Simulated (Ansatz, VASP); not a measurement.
# Two plane-wave programs on Cu

```
Cu
1.0
     2.49940    0.00000    0.00000
     0.00000    2.49940    0.00000
     0.00000    0.00000    2.49940
Cu
1
Direct
  0.00000 0.00000 0.00000
```

Alike in both runs: task single point; functional PBE; k mesh 21 × 21 × 21; occupations fermi-dirac, width 0.1 eV; no spin polarisation.

|  | VASP | Ansatz |
| --- | --- | --- |
| version | VASP 6.6.1 | Ansatz 0.2.0 |
| potentials or method | VASP PAW PBE potentials, release 64 (Cu), cutoff 520 eV | plane waves (420 eV) with PAW, scalar-relativistic |
| valence electrons in the cell | 11 | 19 |

VASP gave:

| Item | Value |
| --- | --- |
| pressure (GPa) | -7.9 |

Question: Which values does Ansatz return?

Answer: Pressure (GPa): -8.7.

VASP's potentials hold 11 valence electrons a cell and Ansatz's 19, so a difference there can come from the potentials and not from the codes.
